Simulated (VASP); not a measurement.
# LaLuAs2 (P4/mmm) in VASP: notebook

LaLuAs2 is run at these levels: PBE, r2SCAN; tasks: single point.

Everything below comes from runs of VASP 6.6.1. Logs are shortened: lines on timing, memory, paths and dates and some standing lists are left out, and cuts for length are marked.

### 1 The cell of the first run

It takes space group P4/mmm (No. 123, tetragonal). Conventional cell: a = 4.229 Å, b = 4.229 Å, c = 5.954 Å, α = 90.00°, β = 90.00°, γ = 90.00°. La (site symmetry 4/mmm) has 6 As at 2.98 to 2.99 Å within 3.9 Å. Within 3.9 Å of As (site symmetry 4/mmm) lie 2 La at 2.98 Å and 4 Lu at 2.99 Å. As (site symmetry 4/mmm) has 2 Lu at 2.98 Å and 4 La at 2.99 Å within 3.9 Å. Lu (site symmetry 4/mmm) has 6 As at 2.98 to 2.99 Å within 3.9 Å.

### 2 Single point, PBE

File INCAR:

```
SYSTEM = LaLuAs2
PREC = Accurate
ENCUT = 520
EDIFF = 1E-6
ISMEAR = -1
SIGMA = 0.02
LREAL = .FALSE.
LASPH = .TRUE.
NELM = 80
ALGO = Normal
ISIF = 2
LWAVE = .FALSE.
LCHARG = .TRUE.
GGA = PE
LELF = .TRUE.
LVHAR = .TRUE.
NBANDS = 31
```

File KPOINTS:

```
Automatic mesh
0
G
  6 6 4
  0 0 0
```

File POSCAR:

```
LaLuAs2
1.0
    4.2288099163      0.0000000000      0.0000000000
    0.0000000000      4.2288099163      0.0000000000
    0.0000000000      0.0000000000      5.9544015886
La As Lu
1 2 1
Direct
    0.0000000000      0.0000000000      0.0000000000
    0.0000000000      0.0000000000      0.5000000000
    0.5000000000      0.5000000000      0.0000000000
    0.5000000000      0.5000000000      0.5000000000
```

Potentials or basis: VASP PAW PBE potentials, release 64 (La, As, Lu).

The run is started by

```console
$ cat potpaw_PBE.64/La/POTCAR potpaw_PBE.64/As/POTCAR potpaw_PBE.64/Lu/POTCAR > POTCAR
$ mpirun -np 1 vasp_std > vasp.out
```

OUTCAR:

```text
SYSTEM = LaLuAs2
   PREC = Accurate
   ENCUT = 520
   EDIFF = 1E-6
   ISMEAR = -1
   LREAL = .FALSE.
   LASPH = .TRUE.
   NELM = 80
   ISIF = 2
   GGA = PE

 ion  position               nearest neighbor table
   1  0.000  0.000  0.000-   2 2.98   2 2.98   3 2.99   3 2.99   3 2.99   3 2.99
   2  0.000  0.000  0.500-   1 2.98   1 2.98   4 2.99   4 2.99   4 2.99   4 2.99
   3  0.500  0.500  0.000-   4 2.98   4 2.98   1 2.99   1 2.99   1 2.99   1 2.99
   4  0.500  0.500  0.500-   3 2.98   3 2.98   2 2.99   2 2.99   2 2.99   2 2.99

  LATTYP: Found a simple tetragonal cell.
 ALAT       =     4.2288099163
 C/A-ratio  =     1.4080560977

  Lattice vectors:

 A1 = (   4.2288099163,   0.0000000000,   0.0000000000)
 A2 = (   0.0000000000,   4.2288099163,   0.0000000000)
 A3 = (   0.0000000000,   0.0000000000,   5.9544015886)

Analysis of symmetry for initial positions (statically):
=====================================================================
 Subroutine PRICEL returns:
 Original cell was already a primitive cell.

 Routine SETGRP: Setting up the symmetry group for a
 simple tetragonal supercell.

 Subroutine GETGRP returns: Found 16 space group operations
 (whereof 16 operations were pure point group operations)
 out of a pool of 16 trial point group operations.

The static configuration has the point symmetry D_4h.

Analysis of symmetry for dynamics (positions and initial velocities):
=====================================================================
 Subroutine PRICEL returns:
 Original cell was already a primitive cell.

 Routine SETGRP: Setting up the symmetry group for a
 simple tetragonal supercell.

 Subroutine GETGRP returns: Found 16 space group operations
 (whereof 16 operations were pure point group operations)
 out of a pool of 16 trial point group operations.

The dynamic configuration has the point symmetry D_4h.

 Subroutine INISYM returns: Found 16 space group operations
 (whereof 16 operations are pure point group operations),
 and found     1 'primitive' translations

----------------------------------------------------------------------------------------

                                     Primitive cell

  volume of cell :     106.4816

  direct lattice vectors                    reciprocal lattice vectors
     4.228809916  0.000000000  0.000000000     0.236473150  0.000000000  0.000000000
     0.000000000  4.228809916  0.000000000     0.000000000  0.236473150  0.000000000
     0.000000000  0.000000000  5.954401589     0.000000000  0.000000000  0.167942989

  length of vectors
     4.228809916  4.228809916  5.954401589     0.236473150  0.236473150  0.167942989

  position of ions in fractional coordinates (direct lattice)
     0.000000000  0.000000000  0.000000000
     0.000000000  0.000000000  0.500000000
     0.500000000  0.500000000  0.000000000
     0.500000000  0.500000000  0.500000000

  ion indices of the primitive-cell ions
   primitive index   ion index
                 1           1
                 2           2
                 3           3
                 4           4

----------------------------------------------------------------------------------------

 KPOINTS: Automatic mesh

Automatic generation of k-mesh.
 Grid dimensions read from file:
 generate k-points for:    6    6    4

 Generating k-lattice:

  Cartesian coordinates                     Fractional coordinates (reciprocal lattice)
     0.039412192  0.000000000  0.000000000     0.166666667  0.000000000  0.000000000
     0.000000000  0.039412192  0.000000000     0.000000000  0.166666667  0.000000000
     0.000000000  0.000000000  0.041985747     0.000000000  0.000000000  0.250000000

  Length of vectors
     0.039412192  0.039412192  0.041985747

  Shift w.r.t. Gamma in fractional coordinates (k-lattice)
     0.000000000  0.000000000  0.000000000

 Subroutine IBZKPT returns following result:
 ===========================================

 Found     30 irreducible k-points:

 Following reciprocal coordinates:
            Coordinates               Weight
  0.000000  0.000000  0.000000      1.000000
  0.166667  0.000000  0.000000      4.000000
  0.333333  0.000000  0.000000      4.000000
  0.500000  0.000000  0.000000      2.000000
  0.166667  0.166667  0.000000      4.000000
  0.333333  0.166667  0.000000      8.000000
[... 16 lines left out ...]
  0.333333  0.000000  0.500000      4.000000
  0.500000  0.000000  0.500000      2.000000
 [... further k-points ...]
   k-points           NKPTS =     30   k-points in BZ     NKDIM =     30   number of bands    NBANDS=     31
   number of dos      NEDOS =    301   number of ions     NIONS =      4
   total plane-waves  NPLWV =  49152
   dimension x,y,z NGX =    32 NGY =   32 NGZ =   48
   dimension x,y,z NGXF=    64 NGYF=   64 NGZF=   96
   ions per type =               1   2   1
   NGX,Y,Z   is equivalent  to a cutoff of  12.58, 12.58, 13.40 a.u.
   NGXF,Y,Z  is equivalent  to a cutoff of  25.16, 25.16, 26.80 a.u.
[... 29 lines left out ...]
     AMIX     =   0.40;   BMIX     =  1.00
     AMIX_MAG =   1.60;   BMIX_MAG =  1.00
  volume/ion in A,a.u.               =      26.62       179.64
  Fermi-wavevector in a.u.,A,eV,Ry     =   1.237569  2.338666 20.838358  1.531576
  Thomas-Fermi vector in A             =   2.372130
   LORBIT       =      0    0 simple, 1 ext, 2 COOP (PROOUT), +10 PAW based schemes
   GGA     = PE    functional components
   LHFCALC =     F    Hartree Fock is set to
   AEXX    =    0.0000 exact exchange contribution
   IVDW    =     0    specifies the selected vdW correction
   LEPSILON=     F    determine dielectric tensor
   LRPA    =     F    only Hartree local field effects (RPA)
 non-spin polarized calculation
  energy-cutoff  :      520.00
  volume of cell :      106.48
 maximum number of plane-waves:      2904
 NGX is ok and might be reduce to    32
   NGX = 15   NGY = 15   NGZ = 23

 number of electron      45.9999980 magnetization

 Free energy of the ion-electron system (eV)
  ---------------------------------------------------
  ext. energy  EPLUGINS =         0.00000000
  ---------------------------------------------------
  free energy    TOTEN  =       -24.44835807 eV

  energy without entropy =      -24.44759328  energy(sigma->0) =      -24.44797567

 E-fermi :   4.7702     XC(G=0): -10.0413

 val. band max:        4.7619453981   @ k =   0.0000   0.0000   0.2500
 cond. band min:       4.8282779208   @ k =   0.5000   0.5000   0.0000
 fundamental gap:      0.0663325227
 Fermi energy:         4.7702119313

 k-point     1 :       0.0000    0.0000    0.0000
  band No.  band energies     occupation
      1     -51.5931      2.00000
      2     -27.0593      2.00000
      3     -22.2217      2.00000
      4     -22.2207      2.00000
      5     -22.2207      2.00000
      6     -10.9618      2.00000
[... 23 lines left out ...]
     30       7.2906      0.00000
     31       7.6085      0.00000

 k-point     2 :       0.1667    0.0000    0.0000
  band No.  band energies     occupation
      1     -51.5930      2.00000
      2     -27.0544      2.00000
      3     -22.2295      2.00000
      4     -22.2210      2.00000
      5     -22.2195      2.00000
      6     -10.9531      2.00000
[... 23 lines left out ...]
     30       7.7278      0.00000
     31       7.8216      0.00000

 k-point     3 :       0.3333    0.0000    0.0000
  band No.  band energies     occupation
      1     -51.5928      2.00000
      2     -27.0446      2.00000
      3     -22.2469      2.00000
      4     -22.2196      2.00000
      5     -22.2169      2.00000
      6     -11.1479      2.00000
[... 23 lines left out ...]
     30       7.8566      0.00000
     31       7.9488      0.00000

 k-point     4 :       0.5000    0.0000    0.0000
  band No.  band energies     occupation
      1     -51.5927      2.00000
      2     -27.0398      2.00000
      3     -22.2556      2.00000
      4     -22.2189      2.00000
      5     -22.2156      2.00000
      6     -11.2610      2.00000
[... 635 lines left out ...]
     30       7.8109      0.00000
     31       7.8904      0.00000

 k-point    23 :       0.3333    0.0000    0.5000
  band No.  band energies     occupation
      1     -51.5928      2.00000
      2     -27.0444      2.00000
      3     -22.2471      2.00000
      4     -22.2205      2.00000
      5     -22.2168      2.00000
      6     -11.1382      2.00000
[... 23 lines left out ...]
     30       7.8860      0.00000
     31       7.9559      0.00000

 k-point    24 :       0.5000    0.0000    0.5000
  band No.  band energies     occupation
      1     -51.5927      2.00000
      2     -27.0395      2.00000
      3     -22.2559      2.00000
      4     -22.2200      2.00000
      5     -22.2156      2.00000
      6     -11.2494      2.00000
[... 23 lines left out ...]
     30       7.8871      0.00000
     31       8.8343      0.00000

 [... further k-points ...]

------------------------ aborting loop because EDIFF is reached ----------------------------------------

  FORCE on cell =-STRESS in cart. coord.  units (eV):
  Direction    XX          YY          ZZ          XY          YZ          ZX
  --------------------------------------------------------------------------------------
  -------------------------------------------------------------------------------------
  Total        0.0180918      0.0180918      0.0256943      0.0000000     -0.0000000      0.0000000
  in kB        0.2722188      0.2722188      0.3866101      0.0000000     -0.0000000      0.0000000
  external PRESSURE =       0.3103493 kB  Pullay stress =       0.0000000 kB

 VOLUME and BASIS-vectors are now :
 -----------------------------------------------------------------------------
  energy-cutoff  :      520.00
  volume of cell :      106.48
      direct lattice vectors                 reciprocal lattice vectors
     4.228809916  0.000000000  0.000000000     0.236473150  0.000000000  0.000000000
     0.000000000  4.228809916  0.000000000     0.000000000  0.236473150  0.000000000
     0.000000000  0.000000000  5.954401589     0.000000000  0.000000000  0.167942989

 POSITION                                       TOTAL-FORCE (eV/Angst)
 -----------------------------------------------------------------------------------
      0.00000      0.00000      0.00000         0.000000      0.000000      0.000000
      0.00000      0.00000      2.97720         0.000000      0.000000      0.000000
      2.11440      2.11440      0.00000         0.000000      0.000000      0.000000
      2.11440      2.11440      2.97720         0.000000      0.000000      0.000000
 -----------------------------------------------------------------------------------
    total drift:                                0.000000      0.000000     -0.000000

  FREE ENERGIE OF THE ION-ELECTRON SYSTEM (eV)
  ---------------------------------------------------
  free  energy   TOTEN  =       -24.4483580662 eV

  energy  without entropy=      -24.4475932825  energy(sigma->0) =      -24.44797567
```

It took 3.5 min on 1 thread of AMD EPYC, shared host; peak memory 0.26 GiB.

What came out:

| Item | Value |
| --- | --- |
| Free energy | -24.4484 eV |
| Pressure | 0.0 GPa |
| Band gap on the k mesh | zero (band 23 reaches 5.05 eV, above the bottom of band 24 at 4.59 eV) |

Levels at points of the mesh, in eV from the Fermi level:
```csv
k point,band 21,band 22,band 23,band 24,band 25,band 26
"(0.00, 0.00, 0.00)",-0.20,0.28,0.28,0.34,1.65,1.65
"(0.50, 0.00, 0.00)",-1.77,-1.50,-0.98,2.30,2.45,2.69
"(0.50, 0.50, 0.00)",-0.18,-0.18,-0.18,-0.18,0.06,2.25
"(0.00, 0.00, 0.50)",-0.61,-0.28,-0.28,0.43,0.65,2.64
"(0.50, 0.00, 0.50)",-1.91,-1.69,-1.65,2.45,2.58,2.75
"(0.50, 0.50, 0.50)",-1.82,-1.06,-1.06,2.17,2.17,2.90
```

Caveat: spin-orbit coupling is left out, which moves the levels of the heavy elements.

### 3 Single point, PBE (volume changed by +3%)

File INCAR:

```
  ALGO = Normal
  EDIFF = 1E-7
  ENCUT = 520
  GGA = PE
  ISIF = 2
  ISMEAR = -1
  LASPH = True
  LCHARG = False
  LREAL = False
  LWAVE = False
  NBANDS = 31
  NELM = 80
  PREC = Accurate
  SIGMA = 0.02
```

File KPOINTS:

```
k-points
0
Gamma
  6 6 4
```

File POSCAR:

```
LaLuAs2
1.0
    4.2706820446      0.0000000000      0.0000000000
    0.0000000000      4.2706820446      0.0000000000
    0.0000000000      0.0000000000      6.0133598941
La As Lu
1 2 1
Direct
    0.0000000000      0.0000000000      0.0000000000
    0.0000000000      0.0000000000      0.5000000000
    0.5000000000      0.5000000000      0.0000000000
    0.5000000000      0.5000000000      0.5000000000
```

Potentials or basis: VASP PAW PBE potentials, release 64 (La, As, Lu).

The run is started by

```console
$ cat potpaw_PBE.64/La/POTCAR potpaw_PBE.64/As/POTCAR potpaw_PBE.64/Lu/POTCAR > POTCAR
$ mpirun -np 1 vasp_std > vasp.out
```

Wall time 4.4 min (1 thread of AMD EPYC, shared host); peak memory 0.27 GiB.

The run converged. Its results:

```yaml
Free_energy: -24.4301 eV
Pressure: -1.9 GPa
Band_gap_on_the_k_mesh: zero (band 23 reaches 4.81 eV, above the bottom of band 24 at 4.44 eV)
```

Levels at points of the mesh, in eV from the Fermi level:
```
           k point  band 20  band 21  band 22  band 23  band 24  band 25  band 26  band 27
(0.00, 0.00, 0.00)    -0.53    -0.16     0.23     0.23     0.29     1.63     1.63     1.67
(0.50, 0.00, 0.00)    -1.99    -1.74    -1.47    -1.00     2.21     2.37     2.57     2.68
(0.50, 0.50, 0.00)    -0.98    -0.25    -0.25    -0.14    -0.14    -0.01     2.08     2.82
(0.00, 0.00, 0.50)    -0.63    -0.63    -0.32    -0.32     0.44     0.66     2.51     2.58
(0.50, 0.00, 0.50)    -1.91    -1.87    -1.66    -1.62     2.36     2.48     2.62     2.75
(0.50, 0.50, 0.50)    -2.43    -1.80    -1.11    -1.11     2.10     2.10     2.77     2.82
```

Caveat: spin-orbit coupling is left out, which moves the levels of the heavy elements.

### 4 Single point, PBE (volume changed by +6%)

File INCAR:

```
PREC = Accurate
ENCUT = 520
EDIFF = 1E-6
ISMEAR = -1
SIGMA = 0.02
LREAL = False
LASPH = True
NELM = 100
ALGO = Normal
ISIF = 2
LWAVE = False
LCHARG = False
GGA = PE
NBANDS = 31
```

File KPOINTS:

```
Automatic mesh
0
Gamma
  6 6 4
```

File POSCAR:

```
LaLuAs2
1.0
    4.3117488143      0.0000000000      0.0000000000
    0.0000000000      4.3117488143      0.0000000000
    0.0000000000      0.0000000000      6.0711842096
La As Lu
1 2 1
Direct
    0.0000000000      0.0000000000      0.0000000000
    0.0000000000      0.0000000000      0.5000000000
    0.5000000000      0.5000000000      0.0000000000
    0.5000000000      0.5000000000      0.5000000000
```

The run is started by

```console
$ cat potpaw_PBE.64/La/POTCAR potpaw_PBE.64/As/POTCAR potpaw_PBE.64/Lu/POTCAR > POTCAR
$ mpirun -np 1 vasp_std > vasp.out
```

It took 3.8 min on 1 thread of AMD EPYC, shared host; peak memory 0.27 GiB.

It converged, with:

```yaml
Free_energy: -24.3759 eV
Pressure: -3.6 GPa
Band_gap_on_the_k_mesh: zero (band 23 reaches 4.59 eV, above the bottom of band 24 at 4.29 eV)
```

Stress tensor (GPa, compression positive):
```
-3.58  0.00  0.00
 0.00 -3.58  0.00
 0.00  0.00 -3.50
```

Levels at points of the mesh, in eV from the Fermi level:
```tsv
k point	band 19	band 20	band 21	band 22	band 23	band 24	band 25	band 26	band 27	band 28
(0.00, 0.00, 0.00)	-0.56	-0.56	-0.11	0.20	0.20	0.25	1.61	1.61	1.65	1.84
(0.50, 0.00, 0.00)	-2.73	-1.95	-1.71	-1.44	-1.01	2.14	2.29	2.46	2.57	2.78
(0.50, 0.50, 0.00)	-2.23	-0.99	-0.31	-0.31	-0.10	-0.10	-0.07	1.94	2.69	2.69
(0.00, 0.00, 0.50)	-2.34	-0.63	-0.63	-0.35	-0.35	0.47	0.68	2.38	2.49	2.53
(0.50, 0.00, 0.50)	-3.23	-1.86	-1.83	-1.62	-1.58	2.27	2.39	2.51	2.63	2.72
(0.50, 0.50, 0.50)	-2.39	-2.39	-1.78	-1.15	-1.15	2.04	2.04	2.66	2.69	2.69
```

Caveat: spin-orbit coupling is left out, which moves the levels of the heavy elements.

### 5 Single point, r2SCAN (volume changed by -6%)

File POSCAR:

```
LaLuAs2
1.0
    4.1370468814      0.0000000000      0.0000000000
    0.0000000000      4.1370468814      0.0000000000
    0.0000000000      0.0000000000      5.8305990970
La As Lu
1 2 1
Direct
    0.0000000000      0.0000000000      0.0000000000
    0.0000000000      0.0000000000      0.5000000000
    0.5000000000      0.5000000000      0.0000000000
    0.5000000000      0.5000000000      0.5000000000
```

File INCAR.step1:

```
PREC = Accurate
ENCUT = 520
ISMEAR = -1
SIGMA = 0.02
LREAL = False
LASPH = True
NELM = 80
NBANDS = 31
GGA = PE
ALGO = Normal
EDIFF = 1E-4
LWAVE = True
LCHARG = False
```

File INCAR.step2:

```
PREC = Accurate
ENCUT = 520
EDIFF = 1E-6
ISMEAR = -1
SIGMA = 0.02
LREAL = False
LASPH = True
NELM = 80
ALGO = Normal
ISIF = 2
LWAVE = False
LCHARG = False
METAGGA = R2SCAN
LMIXTAU = True
NBANDS = 31
ISTART = 1
```

KPOINTS is that of step 4.

The run is started by

```console
$ cat potpaw_PBE.64/La/POTCAR potpaw_PBE.64/As/POTCAR potpaw_PBE.64/Lu/POTCAR > POTCAR
$ cp INCAR.step1 INCAR
$ mpirun -np 1 vasp_std > vasp.out
$ cp INCAR.step2 INCAR
$ mpirun -np 1 vasp_std > vasp.out
```

Wall time 15 min (1 thread of AMD EPYC, shared host); peak memory 0.28 GiB.

Results (log left out):

* Free energy: -103.8455 eV
* Pressure: 5.4 GPa
* Band gap on the k mesh: zero (band 23 reaches 5.47 eV, above the bottom of band 24 at 5.09 eV)

Stress tensor (GPa, compression positive):
```
5.41 0.00 0.00
0.00 5.41 0.00
0.00 0.00 5.31
```

Levels at points of the mesh, in eV from the Fermi level:
| k point | band 21 | band 22 | band 23 | band 24 | band 25 | band 26 |
| --- | --- | --- | --- | --- | --- | --- |
| (0.00, 0.00, 0.00) | -0.20 | 0.20 | 0.20 | 0.28 | 1.83 | 1.83 |
| (0.50, 0.00, 0.00) | -2.12 | -1.81 | -1.07 | 2.71 | 2.84 | 3.26 |
| (0.50, 0.50, 0.00) | -0.21 | -0.21 | -0.19 | -0.19 | 0.04 | 3.02 |
| (0.00, 0.00, 0.50) | -0.79 | -0.38 | -0.38 | 0.47 | 0.73 | 3.00 |
| (0.50, 0.00, 0.50) | -2.27 | -2.02 | -1.98 | 2.93 | 3.08 | 3.34 |
| (0.50, 0.50, 0.50) | -2.10 | -1.11 | -1.11 | 2.52 | 2.52 | 3.42 |

Caveat: the PAW data sets were made with another functional, which shifts forces and pressure a little; spin-orbit coupling is left out, which moves the levels of the heavy elements.

### 6 The runs side by side

```csv
level,cell,gap on the mesh (eV),pressure (GPa)
PBE,"a = 4.229, b = 4.229, c = 5.954 Å, 4 atoms",none,0.0
PBE,"a = 4.271, b = 4.271, c = 6.013 Å, 4 atoms",none,-1.9
PBE,"a = 4.312, b = 4.312, c = 6.071 Å, 4 atoms",none,-3.6
r2SCAN,"a = 4.137, b = 4.137, c = 5.831 Å, 4 atoms",none,5.4
```

Alike in all rows: task single point; potentials or basis VASP PAW PBE potentials, release 64 (La, As, Lu); no spin polarisation; k mesh 6 × 6 × 4; cutoff (eV) 520; smearing fermi-dirac 0.02 eV.

Caveats: spin-orbit coupling is left out, which moves the levels of the heavy elements; the PAW data sets were made with another functional, which shifts forces and pressure a little (some runs).

Absolute energies hang on the potentials; compare differences alone.
